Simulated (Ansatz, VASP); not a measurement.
# W2S3: VASP beside Ansatz

The input INCAR:

```
SYSTEM = W2S3
ALGO = Normal ; EDIFF = 1E-6
EDIFFG = -0.04 ; ENCUT = 600
GGA = PE ; IBRION = 2
ISIF = 3 ; ISMEAR = 0
LASPH = .TRUE. ; LCHARG = .FALSE.
LREAL = .FALSE. ; LWAVE = .FALSE.
NELM = 80 ; NSW = 90
PREC = Accurate ; SIGMA = 0.1
```

File KPOINTS:

```
k-points
0
G
  6 6 4
  0 0 0
```

POSCAR

```
W2S3
1.0
    4.1027200571      0.0000000000      0.0000000000
   -2.0513600286      3.5530597941      0.0000000000
    0.0000000000      0.0000000000      6.3831659772
W S
2 3
Direct
    0.3333333333      0.6666666667      0.2450000000
    0.6666666667      0.3333333333      0.7550000000
    0.0000000000      0.0000000000      0.0000000000
    0.3333333333      0.6666666667      0.6450000000
    0.6666666667      0.3333333333      0.3550000000
```

Input for Ansatz:

```yaml
crystal:
  lattice:
    - [4.1027200571, 0.0, 0.0]
    - [-2.0513600286, 3.5530597941, 0.0]
    - [0.0, 0.0, 6.3831659772]
  atoms:
    - { symbol: W, position: [0.3333333333, 0.6666666667, 0.245] }
    - { symbol: W, position: [0.6666666667, 0.3333333333, 0.755] }
    - { symbol: S, position: [0.0, 0.0, 0.0] }
    - { symbol: S, position: [0.3333333333, 0.6666666667, 0.645] }
    - { symbol: S, position: [0.6666666667, 0.3333333333, 0.355] }
basis:
  ecutwfc: 420
kpoints:
  mp_grid: { grid: [6, 6, 4] }
hamiltonian:
  xc: pbe
scf:
  occupations: { method: gaussian, width: 0.1 }
  lower_state_search: "off"
output:
  forces: true
  stress: true
  eigenvalues: true
relax:
  adjacent_minimum: "off"
  f_tol: 0.04
  max_steps: 70
  cell: { stress_tol: 0.4 }
```

Alike in both runs: task relaxation of cell and atoms; functional PBE; k mesh 6 × 6 × 4; occupations gaussian, width 0.1 eV; no spin polarisation.

```csv
,VASP,Ansatz
version,VASP 6.6.1,Ansatz 0.2.0
potentials or method,"VASP PAW PBE potentials, release 64 (W_sv, S), cutoff 600 eV","scalar-relativistic, plane waves, PAW"
valence electrons in the cell,46,46
```

|  | VASP | Ansatz | Ansatz less VASP |
| --- | --- | --- | --- |
| gap on the k mesh at the Fermi level, each at its own relaxed structure (eV) | none | none | - |
| relaxed volume (Å³/atom) | 16.04 | 16.03 | -0.014 |
| relaxed length of the cell vector where the two differ most in proportion (Å) | 5.431 | 5.437 | +0.0056 |

A gap of «none» marks a metal or a gap that the smearing closes.

Spin-orbit coupling is off throughout.
